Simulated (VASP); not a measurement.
B, 1 atom in the cell. It takes space group Im-3m (No. 229, cubic). The conventional cell has a = 1.935 Å, b = 1.935 Å, c = 1.935 Å, α = 90.00°, β = 90.00°, γ = 90.00°. Within 2.2 Å of B (site symmetry m-3m) lie 14 B at 1.68 to 1.93 Å. 

* Program: VASP 6.6.1
* Task: single point
* Functional: PBEsol
* Potentials or basis: VASP PAW PBE potentials, release 64 (B)
* Cutoff: 500 eV
* k mesh: 27 × 27 × 27
* Occupations: fermi-dirac, width 0.08 eV
* Spin: no spin polarisation
* Dipole correction: no
* Further INCAR settings: ALGO = Normal; EDIFF = 1e-06; NBANDS = 8

Potentials or basis: VASP PAW PBE potentials, release 64 (B).

Launch:

```sh
$ cat potpaw_PBE.64/B/POTCAR > POTCAR
$ mpirun -np 1 vasp_std > vasp.out
```

Hardware: 1 thread of Intel Xeon 6975P-C (shared host).

**Question.** How long does it take, and how much memory?

**Answer.** Wall time 6.4 s on 1 thread of Intel Xeon 6975P-C, with other jobs on the host, peak memory 0.11 GiB. Counts: scf iterations 8, k points 560.
